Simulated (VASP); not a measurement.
# TiSi16 (a cell with a defect) in VASP: notebook

TiSi16 (a cell with a defect) is run at these levels: PBE; tasks: single point.

Program: VASP 6.6.1. These are calculated values, not measurements. Logs are shortened: lines on timing, memory, paths and dates and some standing lists are left out, and cuts for length are marked.

### Step 1. The cell of the first run

The cell holds a defect, 17 atoms: a = 7.679 Å, b = 7.679 Å, c = 7.679 Å, α = 60.00°, β = 60.00°, γ = 60.00°.

### Step 2. Single point, PBE

The input, INCAR:

```
ALGO = Normal
EDIFF = 1E-6
ENCUT = 520
GGA = PE
ISIF = 2
ISMEAR = 0
LASPH = T
LCHARG = F
LREAL = Auto
LWAVE = F
NBANDS = 52
NELM = 80
PREC = Accurate
SIGMA = 0.05
```

The input, KPOINTS:

```
k-points
0
Gamma
  2 2 2
```

The input, POSCAR:

```
TiSi16
1.0
    0.0000000000      5.4300000000      5.4300000000
    5.4300000000      0.0000000000      5.4300000000
    5.4300000000      5.4300000000      0.0000000000
Si Ti
16 1
Direct
    0.0332274401     -0.0108970534     -0.0111023941
    0.1340469613      0.1268377532      0.1266327808
   -0.0077931860      0.0077016575      0.5001174954
    0.1340904236      0.1268156538      0.6126036832
   -0.0078195212      0.5003202578      0.0075112339
    0.1340593002      0.6128093923      0.1266259669
   -0.0077805709      0.5003006446      0.5001118785
    0.0899209024      0.6368680479      0.6366761510
    0.5107619705      0.0087315838      0.0085534991
    0.6644151013      0.1120220994      0.1118572744
    0.5108211786      0.0086861878      0.4721092081
    0.6200728361      0.1468374770      0.6166350829
    0.5107796501      0.4722706262      0.0085372928
    0.6200462247      0.6167970534      0.1466839779
    0.4613951197      0.5130247698      0.5128743094
    0.6200874770      0.6167679558      0.6166243094
    0.4458138122      0.8515541436      0.8513950276
```

Potentials or basis: VASP PAW PBE potentials, release 64 (Si, Ti_sv).

Command:

```console
cat potpaw_PBE.64/Si/POTCAR potpaw_PBE.64/Ti_sv/POTCAR > POTCAR
mpirun -np 1 vasp_std > vasp.out
```

OUTCAR:

```text
EDIFF = 1E-6
   ENCUT = 520
   GGA = PE
   ISIF = 2
   ISMEAR = 0
   LASPH = T
   LREAL = Auto
   NELM = 80
   PREC = Accurate

 ion  position               nearest neighbor table
   1  0.033  0.989  0.989-  10 2.31   2 2.37   4 2.37   6 2.37  17 2.59
   2  0.134  0.127  0.127-   5 2.34   3 2.34   9 2.36   1 2.37  17 3.00
   3  0.992  0.008  0.500-   8 2.33  12 2.34   2 2.34   4 2.34
   4  0.134  0.127  0.613-   3 2.34   7 2.34  11 2.36   1 2.37  17 3.00
   5  0.992  0.500  0.008-   8 2.33  14 2.34   2 2.34   6 2.34
   6  0.134  0.613  0.127-   5 2.34   7 2.34  13 2.36   1 2.37  17 3.00
   7  0.992  0.500  0.500-   8 2.33  16 2.34   6 2.34   4 2.34
   8  0.090  0.637  0.637-  15 2.33   5 2.33   3 2.33   7 2.33
   9  0.511  0.009  0.009-  10 2.27   2 2.36  17 2.41  12 2.46  14 2.46
  10  0.664  0.112  0.112-  11 2.27  13 2.27   9 2.27   1 2.31
  11  0.511  0.009  0.472-  10 2.27   4 2.36  17 2.41  16 2.46  12 2.46
  12  0.620  0.147  0.617-  15 2.31   3 2.34   9 2.46  11 2.46  17 2.59
  13  0.511  0.472  0.009-  10 2.27   6 2.36  17 2.41  16 2.46  14 2.46
  14  0.620  0.617  0.147-  15 2.31   5 2.34   9 2.46  13 2.46  17 2.59
  15  0.461  0.513  0.513-  14 2.31  16 2.31  12 2.31   8 2.33
  16  0.620  0.617  0.617-  15 2.31   7 2.34  13 2.46  11 2.46  17 2.59
  17  0.446  0.852  0.851-  11 2.41  13 2.41   9 2.41   1 2.59  14 2.59  12 2.59  16 2.59   6 3.00
                             4 3.00   2 3.00

  LATTYP: Found a face centered cubic cell.
 ALAT       =    10.8600000000

  Lattice vectors:

 A1 = (   0.0000000000,   5.4300000000,   5.4300000000)
 A2 = (   5.4300000000,   0.0000000000,   5.4300000000)
 A3 = (   5.4300000000,   5.4300000000,   0.0000000000)

Analysis of symmetry for initial positions (statically):
=====================================================================
 Subroutine PRICEL returns:
 Original cell was already a primitive cell.

 Routine SETGRP: Setting up the symmetry group for a
 face centered cubic supercell.

 Subroutine GETGRP returns: Found  1 space group operations
 (whereof  1 operations were pure point group operations)
 out of a pool of 48 trial point group operations.

The static configuration has the point symmetry C_1 .

Analysis of symmetry for dynamics (positions and initial velocities):
=====================================================================
 Subroutine PRICEL returns:
 Original cell was already a primitive cell.

 Routine SETGRP: Setting up the symmetry group for a
 face centered cubic supercell.

 Subroutine GETGRP returns: Found  1 space group operations
 (whereof  1 operations were pure point group operations)
 out of a pool of 48 trial point group operations.

The dynamic configuration has the point symmetry C_1 .

 Subroutine INISYM returns: Found  1 space group operations
 (whereof  1 operations are pure point group operations),
 and found     1 'primitive' translations

----------------------------------------------------------------------------------------

                                     Primitive cell

  volume of cell :     320.2060

  direct lattice vectors                    reciprocal lattice vectors
     0.000000000  5.430000000  5.430000000    -0.092081031  0.092081031  0.092081031
     5.430000000  0.000000000  5.430000000     0.092081031 -0.092081031  0.092081031
     5.430000000  5.430000000  0.000000000     0.092081031  0.092081031 -0.092081031

  length of vectors
     7.679179644  7.679179644  7.679179644     0.159489025  0.159489025  0.159489025

  position of ions in fractional coordinates (direct lattice)
     0.033227440  0.989102947  0.988897606
     0.134046961  0.126837753  0.126632781
     0.992206814  0.007701658  0.500117495
     0.134090424  0.126815654  0.612603683
     0.992180479  0.500320258  0.007511234
     0.134059300  0.612809392  0.126625967
[... 9 lines left out ...]
     0.620087477  0.616767956  0.616624309
     0.445813812  0.851554144  0.851395028

  ion indices of the primitive-cell ions
   primitive index   ion index
                 1           1
                 2           2
                 3           3
                 4           4
                 5           5
                 6           6
[... 9 lines left out ...]
                16          16
                17          17

----------------------------------------------------------------------------------------

 KPOINTS: k-points

Automatic generation of k-mesh.
 Grid dimensions read from file:
 generate k-points for:    2    2    2

 Generating k-lattice:

  Cartesian coordinates                     Fractional coordinates (reciprocal lattice)
    -0.046040516  0.046040516  0.046040516     0.500000000  0.000000000  0.000000000
     0.046040516 -0.046040516  0.046040516     0.000000000  0.500000000  0.000000000
     0.046040516  0.046040516 -0.046040516     0.000000000  0.000000000  0.500000000

  Length of vectors
     0.079744512  0.079744512  0.079744512

  Shift w.r.t. Gamma in fractional coordinates (k-lattice)
     0.000000000  0.000000000  0.000000000

 Subroutine IBZKPT returns following result:
 ===========================================

 Found      8 irreducible k-points:

 Following reciprocal coordinates:
            Coordinates               Weight
  0.000000  0.000000  0.000000      1.000000
  0.500000  0.000000  0.000000      1.000000
  0.000000  0.500000  0.000000      1.000000
  0.000000  0.000000  0.500000      1.000000
  0.500000  0.500000  0.500000      1.000000
  0.500000  0.500000  0.000000      1.000000
  0.000000  0.500000  0.500000      1.000000
  0.500000  0.000000  0.500000      1.000000
   k-points           NKPTS =      8   k-points in BZ     NKDIM =      8   number of bands    NBANDS=     52
   number of dos      NEDOS =    301   number of ions     NIONS =     17
   total plane-waves  NPLWV = 216000
   dimension x,y,z NGX =    60 NGY =   60 NGZ =   60
   dimension x,y,z NGXF=   120 NGYF=  120 NGZF=  120
   ions per type =              16   1
   NGX,Y,Z   is equivalent  to a cutoff of  12.99, 12.99, 12.99 a.u.
   NGXF,Y,Z  is equivalent  to a cutoff of  25.98, 25.98, 25.98 a.u.
 SYSTEM =  unknown system
   PREC   = accura    normal or accurate (medium, high low for compatibility)
   ISTART =      0    job   : 0-new  1-cont  2-samecut
   ICHARG =      2    charge: 1-file 2-atom 10-const
   ISPIN  =      1    spin polarized calculation?
   LNONCOLLINEAR =      F non collinear calculations
   LSORBIT =      F    spin-orbit coupling
   LASPH  =      T    aspherical Exc in radial PAW
   ENCUT  =  520.0 eV  38.22 Ry    6.18 a.u.  14.28 14.28 14.28*2*pi/ulx,y,z
   NELM   =     80;   NELMIN=  2; NELMDL= -5     # of ELM steps
   EDIFF  = 0.1E-05   stopping-criterion for ELM
   LREAL  =      T    real-space projection
   EDIFFG = 0.1E-04   stopping-criterion for IOM
   NSW    =      0    number of steps for IOM
   IBRION =     -1    ionic relax: 0-MD 1-quasi-New 2-CG
   NFREE  =      0    steps in history (QN), initial steepest desc. (CG)
   ISIF   =      2    stress and relaxation
   ISYM   =      2    0-nonsym 1-usesym 2-fastsym
   POTIM  = 0.5000    time-step for ionic-motion
   TEBEG  =    0.0;   TEEND  =   0.0 temperature during run
   PSTRESS=    0.0 pullay stress
   NELECT =      76.0000    total number of electrons
   NUPDOWN=      -1.0000    fix difference up-down
   EMIN   =  10.00;   EMAX   =-10.00  energy-range for DOS
   EFERMI =   0.00;   METHOD = LEGACY
   ISMEAR =     0;   SIGMA  =   0.05  broadening in eV -4-tet -1-fermi 0-gaus
   EFERMI_NEDOS =   21; number of points for ismear=-14 and -15
   IALGO  =     38    algorithm
   IMIX   =      4    mixing-type and parameters
     AMIX     =   0.40;   BMIX     =  1.00
     AMIX_MAG =   1.60;   BMIX_MAG =  1.00
  volume/ion in A,a.u.               =      18.84       127.11
  Fermi-wavevector in a.u.,A,eV,Ry     =   1.013607  1.915439 13.978610  1.027399
  Thomas-Fermi vector in A             =   2.146786
   LORBIT       =      0    0 simple, 1 ext, 2 COOP (PROOUT), +10 PAW based schemes
   GGA     = PE    functional components
   LHFCALC =     F    Hartree Fock is set to
   AEXX    =    0.0000 exact exchange contribution
   IVDW    =     0    specifies the selected vdW correction
   LEPSILON=     F    determine dielectric tensor
   LRPA    =     F    only Hartree local field effects (RPA)
 non-spin polarized calculation
 Gauss-broadening in eV      SIGMA  =   0.05
  energy-cutoff  :      520.00
  volume of cell :      320.21
 maximum number of plane-waves:      8646
 NGX is ok and might be reduce to    60
   NGX = 29   NGY = 29   NGZ = 29

 number of electron      76.0000001 magnetization

 Free energy of the ion-electron system (eV)
  ---------------------------------------------------
  ext. energy  EPLUGINS =         0.00000000
  ---------------------------------------------------
  free energy    TOTEN  =       -91.61999269 eV

  energy without entropy =      -91.59565947  energy(sigma->0) =      -91.60782608

 E-fermi :   6.8917     XC(G=0):  -9.7593

 val. band max:        6.8562188899   @ k =   0.0000   0.0000   0.0000
 cond. band min:       6.8970456773   @ k =   0.0000   0.0000   0.5000
 fundamental gap:      0.0408267874
 Fermi energy:         6.8917321897

 k-point     1 :       0.0000    0.0000    0.0000
  band No.  band energies     occupation
      1     -49.9194      2.00000
      2     -26.3178      2.00000
      3     -26.2730      2.00000
      4     -26.2730      2.00000
      5      -5.6996      2.00000
      6      -3.5066      2.00000
[... 42 lines left out ...]
     49       8.2959      0.00000
     50       8.6092      0.00000

 k-point     2 :       0.5000    0.0000    0.0000
  band No.  band energies     occupation
      1     -49.9194      2.00000
      2     -26.3178      2.00000
      3     -26.2730      2.00000
      4     -26.2730      2.00000
      5      -4.9416      2.00000
      6      -4.8449      2.00000
[... 42 lines left out ...]
     49       9.4996      0.00000
     50       9.9308      0.00000

 k-point     3 :       0.0000    0.5000    0.0000
  band No.  band energies     occupation
      1     -49.9194      2.00000
      2     -26.3178      2.00000
      3     -26.2730      2.00000
      4     -26.2730      2.00000
      5      -4.9813      2.00000
      6      -4.7878      2.00000
[... 42 lines left out ...]
     49       9.5443      0.00000
     50       9.7732      0.00000

 k-point     4 :       0.0000    0.0000    0.5000
  band No.  band energies     occupation
      1     -49.9194      2.00000
      2     -26.3178      2.00000
      3     -26.2730      2.00000
      4     -26.2730      2.00000
      5      -4.9813      2.00000
      6      -4.7878      2.00000
[... 42 lines left out ...]
     49       9.5444      0.00000
     50       9.7733      0.00000

 k-point     5 :       0.5000    0.5000    0.5000
  band No.  band energies     occupation
      1     -49.9194      2.00000
      2     -26.3178      2.00000
      3     -26.2730      2.00000
      4     -26.2730      2.00000
      5      -4.9813      2.00000
      6      -4.7878      2.00000
[... 42 lines left out ...]
     49       9.5443      0.00000
     50       9.7731      0.00000

 k-point     6 :       0.5000    0.5000    0.0000
  band No.  band energies     occupation
      1     -49.9194      2.00000
      2     -26.3178      2.00000
      3     -26.2730      2.00000
      4     -26.2730      2.00000
      5      -4.6618      2.00000
      6      -4.5780      2.00000
[... 42 lines left out ...]
     49       9.8901      0.00000
     50      10.5144      0.00000

 k-point     7 :       0.0000    0.5000    0.5000
  band No.  band energies     occupation
      1     -49.9194      2.00000
      2     -26.3178      2.00000
      3     -26.2730      2.00000
      4     -26.2730      2.00000
      5      -4.6619      2.00000
      6      -4.5780      2.00000
[... 42 lines left out ...]
     49       9.8901      0.00000
     50      10.5144      0.00000

 k-point     8 :       0.5000    0.0000    0.5000
  band No.  band energies     occupation
      1     -49.9194      2.00000
      2     -26.3178      2.00000
      3     -26.2730      2.00000
      4     -26.2730      2.00000
      5      -4.6618      2.00000
      6      -4.5781      2.00000
[... 42 lines left out ...]
     49       9.8901      0.00000
     50      10.5144      0.00000
 [bands above 50 left out]

------------------------ aborting loop because EDIFF is reached ----------------------------------------

  FORCE on cell =-STRESS in cart. coord.  units (eV):
  Direction    XX          YY          ZZ          XY          YZ          ZX
  --------------------------------------------------------------------------------------
  -------------------------------------------------------------------------------------
  Total        8.4705239      8.4732588      8.4744032      0.8052087     -0.8074521      0.8068464
  in kB       42.3829683     42.3966525     42.4023789      4.0289286     -4.0401535      4.0371228
  external PRESSURE =      42.3939999 kB  Pullay stress =       0.0000000 kB

 VOLUME and BASIS-vectors are now :
 -----------------------------------------------------------------------------
  energy-cutoff  :      520.00
  volume of cell :      320.21
      direct lattice vectors                 reciprocal lattice vectors
     0.000000000  5.430000000  5.430000000    -0.092081031  0.092081031  0.092081031
     5.430000000  0.000000000  5.430000000     0.092081031 -0.092081031  0.092081031
     5.430000000  5.430000000  0.000000000     0.092081031  0.092081031 -0.092081031

 POSITION                                       TOTAL-FORCE (eV/Angst)
 -----------------------------------------------------------------------------------
     10.74054      5.55014      5.55125         0.008088     -0.008364     -0.009234
      1.37634      1.41549      1.41660        -0.049182      0.103312      0.102907
      2.75746      8.10332      5.42950        -0.081444      0.081131      0.054921
      4.01505      4.05455      1.41672        -0.103574      0.049133      0.102802
      2.75752      5.42833      8.10428        -0.081500      0.054954      0.081170
      4.01513      1.41552      4.05550        -0.103294      0.103565      0.048647
[... 9 lines left out ...]
      6.69732      6.71535      6.71613         0.036180      0.104417      0.105388
      9.24701      7.04384      7.04471         1.290933     -1.293858     -1.293728
 -----------------------------------------------------------------------------------
    total drift:                                0.006445     -0.006364     -0.003126

  FREE ENERGIE OF THE ION-ELECTRON SYSTEM (eV)
  ---------------------------------------------------
  free  energy   TOTEN  =       -91.6199926946 eV

  energy  without entropy=      -91.5956594745  energy(sigma->0) =      -91.60782608
```

Run time: 2 min. Hardware: 1 thread of Intel Xeon 6975P-C (Granite Rapids), shared host; peak memory 0.5 GiB.

Results:

| Quantity | Value |
| --- | --- |
| Free energy | -91.6200 eV |
| Pressure | 4.2 GPa |
| Largest force | 2.239 eV/Å |
| Band gap on the k mesh | zero (band 38 reaches 6.91 eV, above the bottom of band 39 at 6.61 eV) |

Forces in eV/Å, atoms in the order of the input:
```
Si   0.008 -0.008 -0.009
Si  -0.049  0.103  0.103
Si  -0.081  0.081  0.055
Si  -0.104  0.049  0.103
Si  -0.082  0.055  0.081
Si  -0.103  0.104  0.049
Si  -0.054  0.082  0.081
Si  -0.066  0.067  0.068
Si  -0.215  0.120  0.119
Si  -0.076  0.077  0.077
Si  -0.119  0.214  0.119
Si  -0.103  0.104 -0.036
Si  -0.118  0.119  0.215
Si  -0.104 -0.036  0.104
Si  -0.060  0.060  0.059
Si   0.036  0.104  0.105
Ti   1.291 -1.294 -1.294
```

Caveat: the k points lie up to 0.50 Å⁻¹ apart.

### Step 3. Single point, PBE

The input, INCAR:

```
SYSTEM = TiSi16
ALGO = Normal ; EDIFF = 1E-6
ENCUT = 520 ; GGA = PE
ISIF = 2 ; ISMEAR = 0
LASPH = .TRUE. ; LCHARG = .FALSE.
LREAL = Auto ; LWAVE = .FALSE.
NBANDS = 52 ; NELM = 80
PREC = Accurate ; SIGMA = 0.05
```

The input, KPOINTS:

```
k-points
0
G
  2 2 2
  0 0 0
```

The input, POSCAR:

```
TiSi16
1.0
    0.0000000000      5.4300000000      5.4300000000
    5.4300000000      0.0000000000      5.4300000000
    5.4300000000      5.4300000000      0.0000000000
Si Ti
16 1
Direct
    0.0393630755     -0.0134286372     -0.0127015654
    0.1330252302      0.1251283610      0.1255651934
   -0.0107550645      0.0131616943      0.4990204420
    0.1333350829      0.1249569982      0.6166374770
   -0.0106924494      0.4984968692      0.0135725599
    0.1329791897      0.6161412523      0.1256007366
   -0.0106880295      0.4984377532      0.4990117864
    0.0900290976      0.6363160221      0.6371416206
    0.5053096685      0.0092402394      0.0081639963
    0.6669878453      0.1113651934      0.1104896869
    0.5051687845      0.0093175875      0.4764818600
    0.6121913444      0.1534337017      0.6168337017
    0.5054510129      0.4775607735      0.0080981584
    0.6120013812      0.6178879374      0.1525115101
    0.4583046041      0.5144370166      0.5131882136
    0.6122292818      0.6178232044      0.6168250460
    0.6812870166      0.7733492634      0.7722851750
```

Potentials or basis: VASP PAW PBE potentials, release 64 (Si, Ti_sv).

Command:

```console
cat potpaw_PBE.64/Si/POTCAR potpaw_PBE.64/Ti_sv/POTCAR > POTCAR
mpirun -np 1 vasp_std > vasp.out
```

It took 5.6 min on 1 thread of AMD EPYC 7R43 (Zen 3), shared host; peak memory 0.46 GiB.

Results (log left out):

```
Free energy            : -91.6552 eV
Pressure               : 4.1 GPa
Largest force          : 2.154 eV/Å
Band gap on the k mesh : zero (band 38 reaches 6.91 eV, above the bottom of band 39 at 6.60 eV)
```

Forces in eV/Å, atoms in the order of the input:
```
Si   0.095 -0.108 -0.092
Si   0.043 -0.084 -0.084
Si   0.094 -0.095 -0.036
Si   0.101 -0.059 -0.103
Si   0.102 -0.050 -0.102
Si   0.078 -0.076 -0.038
Si   0.039 -0.095 -0.095
Si  -0.039  0.030  0.042
Si  -0.051 -0.105 -0.105
Si   0.065 -0.070 -0.062
Si   0.099  0.078 -0.099
Si   0.127 -0.129 -0.222
Si   0.109 -0.108  0.039
Si   0.108 -0.226 -0.106
Si   0.047 -0.030 -0.050
Si   0.219 -0.129 -0.125
Ti  -1.237  1.256  1.238
```

Stress tensor (GPa, compression positive):
```
 4.12  0.43  0.41
 0.43  4.09 -0.42
 0.41 -0.42  4.13
```

Levels at points of the mesh, in eV from the Fermi level:
```
           k point  band 33  band 34  band 35  band 36  band 37  band 38  band 39  band 40  band 41  band 42
(0.00, 0.00, 0.00)    -1.54    -1.11    -1.11    -0.81    -0.60    -0.30    -0.30    -0.03    -0.03     0.16
(0.50, 0.00, 0.00)    -2.05    -2.04    -1.36    -1.35    -0.28    -0.15    -0.15     0.66     0.66     0.85
(0.00, 0.50, 0.00)    -1.85    -1.78    -1.36    -1.35    -0.18     0.00     0.14     0.42     0.61     0.76
(0.00, 0.00, 0.50)    -1.85    -1.78    -1.36    -1.34    -0.18     0.00     0.14     0.41     0.61     0.76
(0.50, 0.50, 0.50)    -1.85    -1.78    -1.36    -1.35    -0.18     0.00     0.14     0.42     0.61     0.76
(0.50, 0.50, 0.00)    -2.33    -2.03    -1.94    -1.81    -0.43     0.02     0.40     0.80     1.08     1.10
(0.00, 0.50, 0.50)    -2.33    -2.03    -1.94    -1.81    -0.43     0.01     0.40     0.80     1.08     1.10
(0.50, 0.00, 0.50)    -2.33    -2.03    -1.94    -1.81    -0.43     0.01     0.40     0.80     1.08     1.10
```

Caveat: the k points lie up to 0.50 Å⁻¹ apart.
